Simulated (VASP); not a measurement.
# PbO3 (ReO3 type) (Pm-3m) in VASP: a series of runs, part 2 of 2

VASP 6.6.1.

### 3 Single point, PBE

Input file INCAR:

```
PREC = Accurate
ENCUT = 520
EDIFF = 1E-6
ISMEAR = -1
SIGMA = 0.06122561905347299
LREAL = F
LASPH = T
NELM = 80
ALGO = Normal
ISIF = 2
LWAVE = F
LCHARG = F
GGA = PE
NBANDS = 24
```

Input file KPOINTS:

```
regular mesh
0
Gamma
  13 13 13
```

Input file POSCAR:

```
PbO3
1.0
    4.2673923870      0.0000000000      0.0000000000
    0.0000000000      4.2673923870      0.0000000000
    0.0000000000      0.0000000000      4.2673923870
Pb O
1 3
Direct
    0.0000000000      0.0000000000      0.0000000000
    0.5000000000      0.0000000000      0.0000000000
    0.0000000000      0.5000000000      0.0000000000
    0.0000000000      0.0000000000      0.5000000000
```

Potentials or basis: VASP PAW PBE potentials, release 64 (Pb_d, O).

On the command line:

```bash
$ cat potpaw_PBE.64/Pb_d/POTCAR potpaw_PBE.64/O/POTCAR > POTCAR
$ mpirun -np 1 vasp_std > vasp.out
```

OUTCAR:

```text
PREC = Accurate
   ENCUT = 520
   EDIFF = 1E-6
   ISMEAR = -1
   LREAL = F
   LASPH = T
   NELM = 80
   ISIF = 2
   GGA = PE

 ion  position               nearest neighbor table
   1  0.000  0.000  0.000-   2 2.13   3 2.13   4 2.13   4 2.13   3 2.13   2 2.13
   2  0.500  0.000  0.000-   1 2.13   1 2.13
   3  0.000  0.500  0.000-   1 2.13   1 2.13
   4  0.000  0.000  0.500-   1 2.13   1 2.13

  LATTYP: Found a simple cubic cell.
 ALAT       =     4.2673923870

  Lattice vectors:

 A1 = (   4.2673923870,   0.0000000000,   0.0000000000)
 A2 = (   0.0000000000,   4.2673923870,   0.0000000000)
 A3 = (   0.0000000000,   0.0000000000,   4.2673923870)

Analysis of symmetry for initial positions (statically):
=====================================================================
 Subroutine PRICEL returns:
 Original cell was already a primitive cell.

 Routine SETGRP: Setting up the symmetry group for a
 simple cubic supercell.

 Subroutine GETGRP returns: Found 48 space group operations
 (whereof 48 operations were pure point group operations)
[... 161 lines left out ...]
  ---------------------------------------------------
  ext. energy  EPLUGINS =         0.00000000
  ---------------------------------------------------
  free energy    TOTEN  =       -17.06972932 eV

  energy without entropy =      -16.97715471  energy(sigma->0) =      -17.02344201

 E-fermi :  -0.9091     XC(G=0):  -8.2070

 val. band max:       -0.9094066715   @ k =   0.4615   0.4615   0.2308
 cond. band min:      -0.9047235000   @ k =   0.3077   0.2308   0.1538
 fundamental gap:      0.0046831715
 Fermi energy:        -0.9091166635

 k-point     1 :       0.0000    0.0000    0.0000
  band No.  band energies     occupation
      1     -18.3464      2.00000
      2     -18.3464      2.00000
      3     -18.1204      2.00000
      4     -15.5073      2.00000
      5     -15.5073      2.00000
      6     -15.5073      2.00000
[... 637 lines left out ...]
     23      11.9483      0.00000
     24      13.0378      0.00000

 [... further k-points ...]
[... 5 lines left out ...]
  --------------------------------------------------------------------------------------
  -------------------------------------------------------------------------------------
  Total        0.6205580      0.6205580      0.6205580      0.0000000      0.0000000     -0.0000000
  in kB       12.7939678     12.7939678     12.7939678      0.0000000      0.0000000     -0.0000000
  external PRESSURE =      12.7939678 kB  Pullay stress =       0.0000000 kB

 VOLUME and BASIS-vectors are now :
 -----------------------------------------------------------------------------
  energy-cutoff  :      520.00
  volume of cell :       77.71
      direct lattice vectors                 reciprocal lattice vectors
     4.267392387  0.000000000  0.000000000     0.234335142  0.000000000  0.000000000
     0.000000000  4.267392387  0.000000000     0.000000000  0.234335142  0.000000000
     0.000000000  0.000000000  4.267392387     0.000000000  0.000000000  0.234335142

 POSITION                                       TOTAL-FORCE (eV/Angst)
 -----------------------------------------------------------------------------------
      0.00000      0.00000      0.00000         0.000000      0.000000      0.000000
      2.13370      0.00000      0.00000         0.000000      0.000000      0.000000
      0.00000      2.13370      0.00000         0.000000      0.000000      0.000000
      0.00000      0.00000      2.13370         0.000000      0.000000      0.000000
 -----------------------------------------------------------------------------------
    total drift:                                0.000000      0.000000     -0.000000

  FREE ENERGIE OF THE ION-ELECTRON SYSTEM (eV)
  ---------------------------------------------------
  free  energy   TOTEN  =       -17.0697293161 eV

  energy  without entropy=      -16.9771547077  energy(sigma->0) =      -17.02344201
```

Run time: 1.9 min. Hardware: 1 thread of Intel Xeon 8259CL, shared host; peak memory 0.27 GiB.

What came out:

| Quantity | Value |
| --- | --- |
| Free energy | -17.0697 eV |
| Pressure | 1.3 GPa |
| Band gap on the k mesh | zero (bands 16 and 17 overlap by 0.70 eV) |

Levels at points of the mesh, in eV from the Fermi level:
| k point | band 14 | band 15 | band 16 | band 17 | band 18 | band 19 |
| --- | --- | --- | --- | --- | --- | --- |
| (0.00, 0.00, 0.00) | -0.43 | -0.43 | -0.32 | -0.32 | -0.32 | 7.84 |

Caveat: semilocal functionals underestimate gaps, so a narrow gap can read as zero; spin-orbit coupling is left out, which moves the levels of the heavy elements.

### 4 Single point, PBE

This run uses another cell than the first one, of 19.82 Å³/atom.

Input file INCAR:

```
SYSTEM = PbO3
ALGO = Normal
EDIFF = 1E-7
ENCUT = 520
GGA = PE
ISIF = 2
ISMEAR = -1
LASPH = .TRUE.
LCHARG = .TRUE.
LELF = .TRUE.
LREAL = .FALSE.
LVHAR = .TRUE.
LWAVE = .FALSE.
NBANDS = 24
NELM = 80
PREC = Accurate
SIGMA = 0.06122561905347299
```

Input file KPOINTS:

```
k-points
0
G
  13 13 13
  0 0 0
```

Input file POSCAR:

```
PbO3
1.0
    4.2962269940      0.0000000000      0.0000000000
    0.0000000000      4.2962269940      0.0000000000
    0.0000000000      0.0000000000      4.2962269940
Pb O
1 3
Direct
    0.0000000000      0.0000000000      0.0000000000
    0.5000000000      0.0000000000      0.0000000000
    0.0000000000      0.5000000000      0.0000000000
    0.0000000000      0.0000000000      0.5000000000
```

On the command line:

```bash
$ cat potpaw_PBE.64/Pb_d/POTCAR potpaw_PBE.64/O/POTCAR > POTCAR
$ mpirun -np 1 vasp_std > vasp.out
```

Run time: 2.8 min. Hardware: 1 thread of Intel Xeon 8259CL, shared host; peak memory 0.27 GiB.

The run converged. Its results:

- Free energy: -17.0776 eV
- Pressure: 0.0 GPa
- Band gap on the k mesh: zero (bands 16 and 17 overlap by 0.68 eV)

Levels at points of the mesh, in eV from the Fermi level:
```csv
k point,band 13,band 14,band 15,band 16,band 17,band 18,band 19,band 20
"(0.00, 0.00, 0.00)",-0.40,-0.40,-0.40,-0.30,-0.30,-0.30,7.83,12.54
```

Caveat: semilocal functionals underestimate gaps, so a narrow gap can read as zero; spin-orbit coupling is left out, which moves the levels of the heavy elements.

### 5 Single point, PBE

This run uses another cell than the first one, of 20.22 Å³/atom.

Input file INCAR:

```
SYSTEM = PbO3
PREC     = Accurate       ! precision mode
ENCUT    = 520            ! plane-wave cutoff, eV
EDIFF    = 1E-6           ! SCF threshold, eV
ISMEAR   = -1             ! smearing method
SIGMA    = 0.06122561905347299 ! smearing width, eV
LREAL    = .FALSE.        ! projectors in reciprocal space
LASPH    = .TRUE.         ! aspherical terms in the spheres
NELM     = 60             ! most SCF steps
ALGO     = Normal         ! electronic algorithm
ISIF     = 2              ! what is computed and relaxed
LWAVE    = .FALSE.        ! write WAVECAR
LCHARG   = .TRUE.         ! write CHGCAR
GGA      = PE             ! functional
LELF     = .TRUE.         ! ELF
LVHAR    = .TRUE.       
NBANDS   = 24             ! bands
```

Input file KPOINTS:

```
Automatic mesh
0
G
  13 13 13
  0 0 0
```

Input file POSCAR:

```
PbO3
1.0
    4.3246796576      0.0000000000      0.0000000000
    0.0000000000      4.3246796576      0.0000000000
    0.0000000000      0.0000000000      4.3246796576
Pb O
1 3
Direct
    0.0000000000      0.0000000000      0.0000000000
    0.5000000000      0.0000000000      0.0000000000
    0.0000000000      0.5000000000      0.0000000000
    0.0000000000      0.0000000000      0.5000000000
```

On the command line:

```bash
$ cat potpaw_PBE.64/Pb_d/POTCAR potpaw_PBE.64/O/POTCAR > POTCAR
$ mpirun -np 1 vasp_std > vasp.out
```

Wall time 2.1 min (1 thread of Intel Xeon 8259CL, shared host); peak memory 0.27 GiB.

The run converged. Its results:

```
Free energy            : -17.0735 eV
Pressure               : -1.1 GPa
Band gap on the k mesh : zero (bands 16 and 17 overlap by 0.66 eV)
```

Levels at points of the mesh, in eV from the Fermi level:
```
           k point  band 13  band 14  band 15  band 16  band 17  band 18  band 19  band 20
(0.00, 0.00, 0.00)    -0.38    -0.38    -0.38    -0.28    -0.28    -0.28     7.81    12.35
```

Caveat: semilocal functionals underestimate gaps, so a narrow gap can read as zero; spin-orbit coupling is left out, which moves the levels of the heavy elements.

### 6 Single point, PBE

This run uses another cell than the first one, of 20.22 Å³/atom.

Input file INCAR:

```
PREC = Accurate
ENCUT = 520
EDIFF = 1E-6
ISMEAR = -1
SIGMA = 0.06122561905347299
LREAL = F
LASPH = T
NELM = 100
ALGO = Normal
ISIF = 2
LWAVE = F
LCHARG = F
GGA = PE
NBANDS = 24
```

Input file KPOINTS:

```
Automatic mesh
0
Gamma
  13 13 13
```

POSCAR is that of step 5.

Potentials or basis: VASP PAW PBE potentials, release 64 (Pb_d, O).

On the command line:

```bash
$ cat potpaw_PBE.64/Pb_d/POTCAR potpaw_PBE.64/O/POTCAR > POTCAR
$ mpirun -np 1 vasp_std > vasp.out
```

It took 1.7 min on 1 thread of Intel Xeon 8259CL, shared host; peak memory 0.27 GiB.

Results (log left out):

| Quantity | Value |
| --- | --- |
| Free energy | -17.0735 eV |
| Pressure | -1.1 GPa |
| Band gap on the k mesh | zero (bands 16 and 17 overlap by 0.66 eV) |

Levels at points of the mesh, in eV from the Fermi level:
```csv
k point,band 14,band 15,band 16,band 17,band 18,band 19
"(0.00, 0.00, 0.00)",-0.38,-0.38,-0.28,-0.28,-0.28,7.81
```

Caveat: semilocal functionals underestimate gaps, so a narrow gap can read as zero; spin-orbit coupling is left out, which moves the levels of the heavy elements.

### 7 The runs side by side

```tsv
cell	gap on the mesh (eV)	pressure (GPa)
a = 4.267 Å, 4 atoms	none	1.3
a = 4.296 Å, 4 atoms	none	0.0
a = 4.325 Å, 4 atoms	none	-1.1
```

Alike in all rows: task single point; level PBE; potentials or basis VASP PAW PBE potentials, release 64 (Pb_d, O); no spin polarisation; k mesh 13 × 13 × 13; cutoff (eV) 520; smearing fermi-dirac 0.0612256 eV.

Caveats: semilocal functionals underestimate gaps, so a narrow gap can read as zero; spin-orbit coupling is left out, which moves the levels of the heavy elements.

Total energies depend on the potentials used, so only differences within one code and one set of settings carry meaning.
